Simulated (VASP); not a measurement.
# LiSnF3 (Pm-3m) in VASP: a series of runs

LiSnF3 is run at these levels: PBE; tasks: relaxation of cell and atoms.

Program: VASP 6.6.1. These are calculated values, not measurements. Logs are shortened: lines on timing, memory, paths and dates and some standing lists are left out, and cuts for length are marked.

## (1) The cell of the first run

Symmetry: Pm-3m, No. 221, cubic system. The conventional cell has a = 4.182 Å, b = 4.182 Å, c = 4.182 Å, α = 90.00°, β = 90.00°, γ = 90.00°. Li (site symmetry m-3m) has 12 F at 2.96 Å and 8 Sn at 3.62 Å within 3.9 Å. Within 2.8 Å of Sn (site symmetry m-3m) lie 6 F at 2.09 Å. F (site symmetry 4/mmm) has 2 Sn at 2.09 Å within 2.8 Å.

The cell was built from a structure type or drawn by symmetry, and may not be a known phase.

## (2) Relaxation of cell and atoms, PBE

Input file INCAR:

```
PREC = Accurate
ENCUT = 600
EDIFF = 1E-6
ISMEAR = 0
SIGMA = 0.1
LREAL = False
LASPH = True
NELM = 60
ALGO = Normal
ISIF = 3
LWAVE = False
LCHARG = False
GGA = PE
IBRION = 2
NSW = 90
EDIFFG = -0.04
```

Input file KPOINTS:

```
Automatic mesh
0
Gamma
  4 4 4
```

Input file POSCAR:

```
LiSnF3
1.0
    4.1822583600      0.0000000000      0.0000000000
    0.0000000000      4.1822583600      0.0000000000
    0.0000000000      0.0000000000      4.1822583600
Li Sn F
1 1 3
Direct
    0.0000000000      0.0000000000      0.0000000000
    0.5000000000      0.5000000000      0.5000000000
    0.0000000000      0.5000000000      0.5000000000
    0.5000000000      0.5000000000      0.0000000000
    0.5000000000      0.0000000000      0.5000000000
```

Potentials or basis: VASP PAW PBE potentials, release 64 (Li_sv, Sn_d, F).

Started as:

```sh
cat potpaw_PBE.64/Li_sv/POTCAR potpaw_PBE.64/Sn_d/POTCAR potpaw_PBE.64/F/POTCAR > POTCAR
mpirun -np 1 vasp_std > vasp.out
```

OUTCAR:

```text
PREC = Accurate
   ENCUT = 600
   EDIFF = 1E-6
   ISMEAR = 0
   LREAL = False
   LASPH = True
   NELM = 60
   ISIF = 3
   GGA = PE
   IBRION = 2
   NSW = 90
   EDIFFG = -0.04

 ion  position               nearest neighbor table
   1  0.000  0.000  0.000-
   2  0.500  0.500  0.500-   3 2.09   4 2.09   5 2.09   4 2.09   5 2.09   3 2.09
   3  0.000  0.500  0.500-   2 2.09   2 2.09
   4  0.500  0.500  0.000-   2 2.09   2 2.09
   5  0.500  0.000  0.500-   2 2.09   2 2.09

  LATTYP: Found a simple cubic cell.
 ALAT       =     4.1822583600

  Lattice vectors:

 A1 = (   4.1822583600,   0.0000000000,   0.0000000000)
 A2 = (   0.0000000000,   4.1822583600,   0.0000000000)
 A3 = (   0.0000000000,   0.0000000000,   4.1822583600)

Analysis of symmetry for initial positions (statically):
=====================================================================
 Subroutine PRICEL returns:
 Original cell was already a primitive cell.

 Routine SETGRP: Setting up the symmetry group for a
 simple cubic supercell.

 Subroutine GETGRP returns: Found 48 space group operations
 (whereof 48 operations were pure point group operations)
 out of a pool of 48 trial point group operations.

The static configuration has the point symmetry O_h .

Analysis of symmetry for dynamics (positions and initial velocities):
=====================================================================
 Subroutine PRICEL returns:
 Original cell was already a primitive cell.

 Routine SETGRP: Setting up the symmetry group for a
 simple cubic supercell.

 Subroutine GETGRP returns: Found 48 space group operations
 (whereof 48 operations were pure point group operations)
 out of a pool of 48 trial point group operations.

The dynamic configuration has the point symmetry O_h .

 Subroutine INISYM returns: Found 48 space group operations
 (whereof 48 operations are pure point group operations),
 and found     1 'primitive' translations

----------------------------------------------------------------------------------------

                                     Primitive cell

  volume of cell :      73.1531

  direct lattice vectors                    reciprocal lattice vectors
     4.182258360  0.000000000  0.000000000     0.239105267  0.000000000  0.000000000
     0.000000000  4.182258360  0.000000000     0.000000000  0.239105267  0.000000000
     0.000000000  0.000000000  4.182258360     0.000000000  0.000000000  0.239105267

  length of vectors
     4.182258360  4.182258360  4.182258360     0.239105267  0.239105267  0.239105267

  position of ions in fractional coordinates (direct lattice)
     0.000000000  0.000000000  0.000000000
     0.500000000  0.500000000  0.500000000
     0.000000000  0.500000000  0.500000000
     0.500000000  0.500000000  0.000000000
     0.500000000  0.000000000  0.500000000

  ion indices of the primitive-cell ions
   primitive index   ion index
                 1           1
                 2           2
                 3           3
                 4           4
                 5           5

----------------------------------------------------------------------------------------

 KPOINTS: Automatic mesh

Automatic generation of k-mesh.
 Grid dimensions read from file:
 generate k-points for:    4    4    4

 Generating k-lattice:

  Cartesian coordinates                     Fractional coordinates (reciprocal lattice)
     0.059776317  0.000000000  0.000000000     0.250000000  0.000000000  0.000000000
     0.000000000  0.059776317  0.000000000     0.000000000  0.250000000  0.000000000
     0.000000000  0.000000000  0.059776317     0.000000000  0.000000000  0.250000000

  Length of vectors
     0.059776317  0.059776317  0.059776317

  Shift w.r.t. Gamma in fractional coordinates (k-lattice)
     0.000000000  0.000000000  0.000000000

 Subroutine IBZKPT returns following result:
 ===========================================

 Found     10 irreducible k-points:

 Following reciprocal coordinates:
            Coordinates               Weight
  0.000000  0.000000  0.000000      1.000000
  0.250000  0.000000  0.000000      6.000000
  0.500000  0.000000  0.000000      3.000000
  0.250000  0.250000  0.000000     12.000000
  0.500000  0.250000  0.000000     12.000000
  0.500000  0.500000  0.000000      3.000000
  0.250000  0.250000  0.250000      8.000000
  0.500000  0.250000  0.250000     12.000000
  0.500000  0.500000  0.250000      6.000000
  0.500000  0.500000  0.500000      1.000000
   k-points           NKPTS =     10   k-points in BZ     NKDIM =     10   number of bands    NBANDS=     23
   number of dos      NEDOS =    301   number of ions     NIONS =      5
   total plane-waves  NPLWV =  46656
   dimension x,y,z NGX =    36 NGY =   36 NGZ =   36
   dimension x,y,z NGXF=    72 NGYF=   72 NGZF=   72
   ions per type =               1   1   3
   NGX,Y,Z   is equivalent  to a cutoff of  14.31, 14.31, 14.31 a.u.
   NGXF,Y,Z  is equivalent  to a cutoff of  28.62, 28.62, 28.62 a.u.
 SYSTEM =  unknown system
   PREC   = accura    normal or accurate (medium, high low for compatibility)
   ISTART =      0    job   : 0-new  1-cont  2-samecut
   ICHARG =      2    charge: 1-file 2-atom 10-const
   ISPIN  =      1    spin polarized calculation?
   LNONCOLLINEAR =      F non collinear calculations
   LSORBIT =      F    spin-orbit coupling
   LASPH  =      T    aspherical Exc in radial PAW
   ENCUT  =  600.0 eV  44.10 Ry    6.64 a.u.   8.35  8.35  8.35*2*pi/ulx,y,z
   NELM   =     60;   NELMIN=  2; NELMDL= -5     # of ELM steps
   EDIFF  = 0.1E-05   stopping-criterion for ELM
   LREAL  =      F    real-space projection
   EDIFFG = -.4E-01   stopping-criterion for IOM
   NSW    =     90    number of steps for IOM
   IBRION =      2    ionic relax: 0-MD 1-quasi-New 2-CG
   NFREE  =      1    steps in history (QN), initial steepest desc. (CG)
   ISIF   =      3    stress and relaxation
   ISYM   =      2    0-nonsym 1-usesym 2-fastsym
   POTIM  = 0.5000    time-step for ionic-motion
   TEBEG  =    0.0;   TEEND  =   0.0 temperature during run
   PSTRESS=    0.0 pullay stress
   NELECT =      38.0000    total number of electrons
   NUPDOWN=      -1.0000    fix difference up-down
   EMIN   =  10.00;   EMAX   =-10.00  energy-range for DOS
   EFERMI =   0.00;   METHOD = LEGACY
   ISMEAR =     0;   SIGMA  =   0.10  broadening in eV -4-tet -1-fermi 0-gaus
   EFERMI_NEDOS =   21; number of points for ismear=-14 and -15
   IALGO  =     38    algorithm
   IMIX   =      4    mixing-type and parameters
     AMIX     =   0.40;   BMIX     =  1.00
     AMIX_MAG =   1.60;   BMIX_MAG =  1.00
  volume/ion in A,a.u.               =      14.63        98.73
  Fermi-wavevector in a.u.,A,eV,Ry     =   1.316008  2.486894 23.563615  1.731877
  Thomas-Fermi vector in A             =   2.446150
   LORBIT       =      0    0 simple, 1 ext, 2 COOP (PROOUT), +10 PAW based schemes
   GGA     = PE    functional components
   LHFCALC =     F    Hartree Fock is set to
   AEXX    =    0.0000 exact exchange contribution
   IVDW    =     0    specifies the selected vdW correction
   LEPSILON=     F    determine dielectric tensor
   LRPA    =     F    only Hartree local field effects (RPA)
 conjugate gradient relaxation of ions
 non-spin polarized calculation
 Gauss-broadening in eV      SIGMA  =   0.10
  energy-cutoff  :      600.00
  volume of cell :       73.15
 maximum number of plane-waves:      2469
 NGX is ok and might be reduce to    36
   NGX = 17   NGY = 17   NGZ = 17

--------------------------------------- Ionic step        1  -------------------------------------------

 number of electron      38.0000037 magnetization

 Free energy of the ion-electron system (eV)
  ---------------------------------------------------
  ext. energy  EPLUGINS =         0.00000000
  ---------------------------------------------------
  free energy    TOTEN  =       -19.67306499 eV

  energy without entropy =      -19.66596919  energy(sigma->0) =      -19.66951709

------------------------ aborting loop because EDIFF is reached ----------------------------------------

  FORCE on cell =-STRESS in cart. coord.  units (eV):
  Direction    XX          YY          ZZ          XY          YZ          ZX
  --------------------------------------------------------------------------------------
  -------------------------------------------------------------------------------------
  Total       12.1679332     12.1679332     12.1679332     -0.0000000     -0.0000000      0.0000000
  in kB      266.4985346    266.4985346    266.4985346     -0.0000000     -0.0000000      0.0000000
  external PRESSURE =     266.4985346 kB  Pullay stress =       0.0000000 kB

 VOLUME and BASIS-vectors are now :
 -----------------------------------------------------------------------------
  energy-cutoff  :      600.00
  volume of cell :       73.15
      direct lattice vectors                 reciprocal lattice vectors
     4.182258360  0.000000000  0.000000000     0.239105267  0.000000000  0.000000000
     0.000000000  4.182258360  0.000000000     0.000000000  0.239105267  0.000000000
     0.000000000  0.000000000  4.182258360     0.000000000  0.000000000  0.239105267
[... 40 lines left out ...]
 POSITION                                       TOTAL-FORCE (eV/Angst)
 -----------------------------------------------------------------------------------
      0.00000      0.00000      0.00000         0.000000      0.000000      0.000000
      2.33663      2.33663      2.33663        -0.000000     -0.000000      0.000000
     -0.00000      2.33663      2.33663        -0.000000     -0.000000      0.000000
      2.33663      2.33663      0.00000         0.000000      0.000000      0.000000
      2.33663     -0.00000      2.33663         0.000000     -0.000000      0.000000
 -----------------------------------------------------------------------------------
    total drift:                                0.000000      0.000000      0.000000

  FREE ENERGIE OF THE ION-ELECTRON SYSTEM (eV)
  ---------------------------------------------------
  free  energy   TOTEN  =       -21.4990609733 eV

  energy  without entropy=      -21.4990609733  energy(sigma->0) =      -21.49906097

--------------------------------------- Ionic step        3  -------------------------------------------

 number of electron      37.9999994 magnetization

 Free energy of the ion-electron system (eV)
  ---------------------------------------------------
  ext. energy  EPLUGINS =         0.00000000
  ---------------------------------------------------
  free energy    TOTEN  =       -21.50008999 eV

  energy without entropy =      -21.50008999  energy(sigma->0) =      -21.50008999

 E-fermi :   3.4288     XC(G=0):  -7.4816

 val. band max:        3.0006353281   @ k =   0.5000   0.5000   0.5000
 cond. band min:       3.8506223231   @ k =   0.0000   0.0000   0.0000
 fundamental gap:      0.8499869950
 Fermi energy:         3.4287893663

 k-point     1 :       0.0000    0.0000    0.0000
  band No.  band energies     occupation
      1     -47.4150      2.00000
      2     -21.3902      2.00000
      3     -21.3726      2.00000
      4     -21.3726      2.00000
      5     -19.0427      2.00000
      6     -19.0427      2.00000
[... 15 lines left out ...]
     22       7.2246      0.00000
     23       7.2246      0.00000
[... 254 lines left out ...]
 POSITION                                       TOTAL-FORCE (eV/Angst)
 -----------------------------------------------------------------------------------
      0.00000      0.00000      0.00000         0.000000      0.000000      0.000000
      2.32874      2.32874      2.32874        -0.000000     -0.000000      0.000000
     -0.00000      2.32874      2.32874        -0.000000     -0.000000      0.000000
      2.32874      2.32874      0.00000         0.000000      0.000000      0.000000
      2.32874     -0.00000      2.32874         0.000000     -0.000000      0.000000
 -----------------------------------------------------------------------------------
    total drift:                                0.000000      0.000000      0.000000

  FREE ENERGIE OF THE ION-ELECTRON SYSTEM (eV)
  ---------------------------------------------------
  free  energy   TOTEN  =       -21.5000899924 eV

  energy  without entropy=      -21.5000899924  energy(sigma->0) =      -21.50008999

 reached required accuracy - stopping structural energy minimisation
```

Wall time 25 s (1 thread of Intel Xeon 6975P-C (Granite Rapids), shared host); peak memory 0.22 GiB.

Results:

- Free energy: -21.5001 eV
- Relaxed volume: 20.21 Å³/atom
- Relaxed cell: a = 4.657 Å, b = 4.657 Å, c = 4.657 Å, α = 90.00°, β = 90.00°, γ = 90.00°
- Space group after relaxing (to 0.1 Å): Pm-3m (No. 221)
- Energy gained by relaxing: 365.4 meV/atom
- Ionic steps: 3
- Pressure after relaxing: 0.1 GPa
- Band gap on the k mesh: 0.85 eV (least direct gap 1.91 eV)

Step by step:
```csv
step,energy change (eV),largest force (eV/Å),pressure (GPa),volume (Å³)
1,0.0000,0.0000,26.65,73.15
2,-1.8260,0.0000,-0.40,102.06
3,-1.8270,0.0000,0.09,101.03
```

Final structure:
```yaml
crystal:
  lattice:
    - [4.65747, 0.00000, 0.00000]
    - [0.00000, 4.65747, 0.00000]
    - [0.00000, 0.00000, 4.65747]
  atoms:
    - { symbol: Li, position: [0.00000, 0.00000, 0.00000] }
    - { symbol: Sn, position: [0.50000, 0.50000, 0.50000] }
    - { symbol: F, position: [0.00000, 0.50000, 0.50000] }
    - { symbol: F, position: [0.50000, 0.50000, 0.00000] }
    - { symbol: F, position: [0.50000, 0.00000, 0.50000] }
```

Caveat: the cutoff is under 1.25 times the usual one of these potentials, so pressure, stress and relaxed cells hold a basis-set (Pulay) error; the volume moved by over 15 % at a fixed basis, so the end points are rough; spin-orbit coupling is left out, which moves the levels of the heavy elements. A k mesh can miss the band edges.

## (3) Relaxation of cell and atoms, PBE

This run uses another cell than the first one, of 20.56 Å³/atom.

Input file INCAR:

```
PREC     = Accurate       # precision mode
ENCUT    = 600            # plane-wave cutoff, eV
EDIFF    = 1E-6           # SCF threshold, eV
ISMEAR   = 0              # smearing method
SIGMA    = 0.02           # smearing width, eV
LREAL    = False          # projectors in reciprocal space
LASPH    = True           # aspherical terms in the spheres
NELM     = 100            # most SCF steps
ALGO     = Normal         # electronic algorithm
ISIF     = 3              # what is computed and relaxed
LWAVE    = False          # write WAVECAR
LCHARG   = False          # write CHGCAR
GGA      = PE             # functional
IBRION   = 2              # ionic algorithm
NSW      = 100            # ionic steps
EDIFFG   = -0.01          # ionic threshold
```

Input file KPOINTS:

```
Automatic mesh
0
Gamma
  6 6 6
```

POSCAR, as its differences from that of step 2:

```diff
@@ -2,5 +2,5 @@
 1.0
-    4.1822583600      0.0000000000      0.0000000000
-    0.0000000000      4.1822583600      0.0000000000
-    0.0000000000      0.0000000000      4.1822583600
+    4.6845392506      0.0000000000      0.0000000000
+    0.0000000000      4.6845392506      0.0000000000
+    0.0000000000      0.0000000000      4.6845392506
 Li Sn F
```

Potentials or basis: VASP PAW PBE potentials, release 64 (Li_sv, Sn_d, F).

Started as:

```sh
cat potpaw_PBE.64/Li_sv/POTCAR potpaw_PBE.64/Sn_d/POTCAR potpaw_PBE.64/F/POTCAR > POTCAR
mpirun -np 1 vasp_std > vasp.out
```

Wall time 52 s (1 thread of Intel Xeon 6975P-C (Granite Rapids), shared host); peak memory 0.27 GiB.

The run converged. Its results:

| Quantity | Value |
| --- | --- |
| Free energy | -21.5769 eV |
| Relaxed volume | 20.33 Å³/atom |
| Relaxed cell | a = 4.667 Å, b = 4.667 Å, c = 4.667 Å, α = 90.00°, β = 90.00°, γ = 90.00° |
| Space group after relaxing (to 0.1 Å) | Pm-3m (No. 221) |
| Energy gained by relaxing | 0.3 meV/atom |
| Ionic steps | 3 |
| Pressure after relaxing | 0.0 GPa |
| Band gap on the k mesh | 0.89 eV (least direct gap 1.94 eV) |

The path:
```
step  energy change (eV)  largest force (eV/Å)  pressure (GPa)  volume (Å³)
   1              0.0000                0.0000           -0.45       102.80
   2             -0.0016                0.0000           -0.13       101.94
   3             -0.0017                0.0000            0.01       101.63
```

Final structure:
```
Li Sn F
1.0
     4.66662    0.00000    0.00000
     0.00000    4.66662    0.00000
     0.00000    0.00000    4.66662
Li Sn F
1 1 3
Direct
  0.00000 0.00000 0.00000
  0.50000 0.50000 0.50000
  0.00000 0.50000 0.50000
  0.50000 0.50000 0.00000
  0.50000 0.00000 0.50000
```

Levels at points of the mesh, in eV from the valence-band top:
```csv
k point,band 16,band 17,band 18,band 19,band 20,band 21,band 22,band 23
"(0.00, 0.00, 0.00)",-5.36,-5.30,-5.30,-5.30,0.89,4.25,4.25,4.25
"(0.50, 0.00, 0.00)",-5.37,-5.32,-5.32,-2.65,0.94,2.88,4.67,4.83
"(0.50, 0.50, 0.00)",-5.42,-5.42,-4.99,-1.21,1.55,1.55,2.42,4.67
"(0.50, 0.50, 0.50)",-4.99,-4.99,-4.99,0.00,1.94,1.94,1.94,2.59
```

Caveat: the cutoff is under 1.25 times the usual one of these potentials, so pressure, stress and relaxed cells hold a basis-set (Pulay) error; spin-orbit coupling is left out, which moves the levels of the heavy elements. A k mesh can miss the band edges.
